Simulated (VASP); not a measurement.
Crystal: CdS.

```
Cd S
1.0
     0.19458    2.98096    2.98096
     2.98096    0.19458    2.98096
     2.98096    2.98096    0.19458
Cd S
1 1
Direct
  0.00743 0.00743 0.00743
  0.24257 0.24257 0.24257
```

This cell differs from its parent crystal: epitaxial 111 strain -5.2%.

Base run:

| Item | Value |
| --- | --- |
| Program | VASP 6.6.1 |
| Functional | PBE |
| Potentials or basis | VASP PAW PBE potentials, release 64 (Cd, S) |
| Cutoff | 520 eV |
| k mesh | 8 × 8 × 8 |
| Occupations | fermi-dirac, width 0.02 eV |
| Spin | no spin polarisation |

Its results: band gap on the k mesh 0.92 eV, direct; pressure 5.4 GPa; largest force 0.013 eV/Å.

The run is repeated on the same cell with these changes: functional from PBE to r2SCAN; occupations from fermi-dirac, width 0.02 eV to gaussian, width 0.01 eV. What comes out?

Band gap on the k mesh 1.35 eV, direct; pressure 4.0 GPa; largest force 0.015 eV/Å.

Caveats: the PAW data sets were made with another functional, which shifts forces and pressure a little (some runs).

